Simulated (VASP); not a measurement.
Wanted: the native input for a VASP 6.6.1 run.

```
Task                   : single point
Functional             : PBE
Potentials or basis    : VASP PAW PBE potentials, release 64 (Ta_pv, N)
Cutoff                 : 520 eV
k mesh                 : 6 × 6 × 6
Occupations            : gaussian, width 0.1 eV
Spin                   : no spin polarisation
Dipole correction      : no
Further INCAR settings : ALGO = Normal; EDIFF = 1e-06; NBANDS = 27
```

The structure of Ta3N lies in POSCAR:

```
Ta3N
1.0
    5.3770105764      0.0000000000      0.0000000000
   -2.6885052882      4.6566277556      0.0000000000
    0.0000000000      0.0000000000      2.8367002139
Ta N
3 1
Direct
    0.6412711815      0.0000000000      0.5000000000
    0.0000000000      0.6412711815      0.5000000000
    0.3587288185      0.3587288185      0.5000000000
    0.0000000000      0.0000000000      0.5000000000
```

The cell was built from a structure type or drawn by symmetry, and may not be a known phase.

These files were run (other wordings do the same):

INCAR

```
SYSTEM = Ta3N
  PREC = Accurate
  ENCUT = 520
  EDIFF = 1E-6
  ISMEAR = 0
  SIGMA = 0.1
  LREAL = .FALSE.
  LASPH = .TRUE.
  NELM = 100
  ALGO = Normal
  ISIF = 2
  LWAVE = .FALSE.
  LCHARG = .FALSE.
  GGA = PE
  NBANDS = 27
```

KPOINTS

```
regular mesh
0
G
  6 6 6
  0 0 0
```

Potentials or basis: VASP PAW PBE potentials, release 64 (Ta_pv, N).

Launch:

```console
$ cat potpaw_PBE.64/Ta_pv/POTCAR potpaw_PBE.64/N/POTCAR > POTCAR
$ mpirun -np 1 vasp_std > vasp.out
```

Results of the run:

| Property | Result |
| --- | --- |
| Pressure | 0.6 GPa |
| Largest force | 0.102 eV/Å |
| Band gap on the k mesh | zero (bands 19 and 20 overlap by 2.39 eV) |

Caveat: the k points lie up to 0.37 Å⁻¹ apart, too coarse for converged energies and pressures of a metal; spin-orbit coupling is left out, which moves the levels of the heavy elements.

It took 87 s on 1 thread of Intel Xeon 8259CL, with other jobs on the host, peak memory 0.21 GiB.
